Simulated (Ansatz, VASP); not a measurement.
# Cd in VASP and in Ansatz

Contents of POSCAR:

```
Cd
1.0
   -1.8142809976      1.8142809976      1.8142809976
    1.8142809976     -1.8142809976      1.8142809976
    1.8142809976      1.8142809976     -1.8142809976
Cd
1
Direct
    0.0000000000      0.0000000000      0.0000000000
```

File INCAR.step1:

```
SYSTEM = Cd
PREC = Accurate
ENCUT = 520
ISMEAR = -1
SIGMA = 0.1
LREAL = .FALSE.
LASPH = .TRUE.
NELM = 100
NBANDS = 12
GGA = PE
ALGO = Normal
EDIFF = 1E-4
LWAVE = .TRUE.
LCHARG = .FALSE.
```

The input INCAR.step2:

```
SYSTEM = Cd
PREC = Accurate
ENCUT = 520
EDIFF = 1E-6
ISMEAR = -1
SIGMA = 0.1
LREAL = .FALSE.
LASPH = .TRUE.
NELM = 100
ALGO = Normal
ISIF = 2
LWAVE = .FALSE.
LCHARG = .TRUE.
METAGGA = R2SCAN
LMIXTAU = .TRUE.
LELF = .TRUE.
LVHAR = .TRUE.
NBANDS = 12
ISTART = 1
```

Contents of KPOINTS:

```
regular mesh
0
G
  14 14 14
  0 0 0
```

Input for Ansatz:

```yaml
crystal:
  lattice:
    - [-1.8142809976, 1.8142809976, 1.8142809976]
    - [1.8142809976, -1.8142809976, 1.8142809976]
    - [1.8142809976, 1.8142809976, -1.8142809976]
  atoms:
    - { symbol: Cd, position: [0.0, 0.0, 0.0] }
hamiltonian:
  xc: r2scan
  pseudopotentials:
    kind: paw
    azcp:
      Cd: "pseudopotentials/Cd.paw.azcp"
basis:
  ecutwfc: 500
  fft_grid_basis: typed
kpoints:
  mp_grid: { grid: [14, 14, 14], shift: [0, 0, 0] }
magnetization:
  spin_polarized: false
scf:
  occupations: { method: fermi_dirac, width: 0.1 }
  lower_state_search: "off"
output:
  stress: true
```

Alike in both runs: task single point; functional r2SCAN; k mesh 14 × 14 × 14; occupations fermi-dirac, width 0.1 eV; no spin polarisation.

```csv
,VASP,Ansatz
version,VASP 6.6.1,Ansatz 0.2.0
potentials or method,"VASP PAW PBE potentials, release 64 (Cd), cutoff 520 eV","plane waves (500 eV) with PAW, scalar-relativistic"
valence electrons in the cell,12,20
```

```tsv
	VASP	Ansatz	Ansatz less VASP
pressure (GPa)	-2.7	-2.9	-0.19
```

VASP's potentials were made for PBE, not for r2SCAN. The functional is the same, so the differences come from potentials, cutoffs and numerics. VASP's potentials hold 12 valence electrons a cell and Ansatz's 20, so a difference there can come from the potentials and not from the codes.
